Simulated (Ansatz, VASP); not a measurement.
**Two plane-wave programs on Sb2Se3**

```xyz
5
Lattice="3.9669 0.0000 0.0000 0.0000 5.4435 0.0000 0.0000 0.0000 6.5719" Properties=species:S:1:pos:R:3 pbc="T T T"
Sb    1.9835    2.7217    5.2259
Sb    1.9835    2.7217    1.3460
Se    0.0000    2.7217    3.2860
Se    0.0000    0.0000    0.0000
Se    0.0000    0.0000    3.2860
```

Alike in both runs: functional PBE; k mesh 3 × 2 × 2; occupations gaussian, width 0.15 eV; no spin polarisation.

Ansatz relaxed the structure, and its values are those at the end. VASP's run is a single point on that final structure, the one shown.

|  | VASP | Ansatz |
| --- | --- | --- |
| version | VASP 6.6.1 | Ansatz 0.2.0 |
| potentials or method | VASP PAW PBE potentials, release 64 (Sb, Se), cutoff 500 eV | scalar-relativistic, plane waves, PAW |
| valence electrons in the cell | 28 | 78 |

|  | VASP | Ansatz | Ansatz less VASP |
| --- | --- | --- | --- |
| gap on the k mesh at the Fermi level (eV) | none | none | - |
| pressure (GPa) | 0.3 | 0.4 | +0.03 |
| rms of the force components (eV/Å) | 0.008 | 0.013 | +0.0052 |

A gap of «none» marks a metal or a gap that the smearing closes. The functional is the same, so the differences come from potentials, cutoffs and numerics. VASP's potentials hold 28 valence electrons a cell and Ansatz's 78, so a difference there can come from the potentials and not from the codes.

The k mesh is coarse, so the values compare programs but aren't converged. Neither program's run includes spin-orbit coupling.
